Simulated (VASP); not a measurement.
Runs of VASP 6.6.1 on F. The structure is that of space group P6_3/mmc (No. 194), or close to it. The cells are those of the table. 

| task | cell | cutoff (eV) | gap on the mesh (eV) | pressure (GPa) |
| --- | --- | --- | --- | --- |
| single point | a = 2.570, b = 2.570, c = 2.895 Å, angles 90.0, 90.0, 120.0°, 2 atoms | 520 | none | (a) |
| relaxation of cell and atoms | relaxed to 23 GPa from a = 2.252, b = 2.252, c = 3.648 Å, angles 90.0, 90.0, 120.0°, 2 atoms | 600 | none | 23.0 |
| single point | a = 2.571, b = 2.571, c = 2.895 Å, angles 90.0, 90.0, 120.0°, 2 atoms | 520 | none | 22.0 |
| relaxation of cell and atoms | relaxed to 23 GPa from a = 2.571, b = 2.571, c = 2.895 Å, angles 90.0, 90.0, 120.0°, 2 atoms | 600 | none | 23.0 |

Alike in all rows: level PBE; potentials or basis VASP PAW PBE potentials, release 64 (F); no spin polarisation; k mesh 18 × 18 × 10; smearing fermi-dirac 0.08 eV.

Task: Fill in the values left out.

Result: (a) 22.1.

Caveats: the cell is relaxed towards a set pressure, so the enthalpy falls and the energy may rise (some runs).

A gap of «none» marks levels without a gap at the run's occupations.
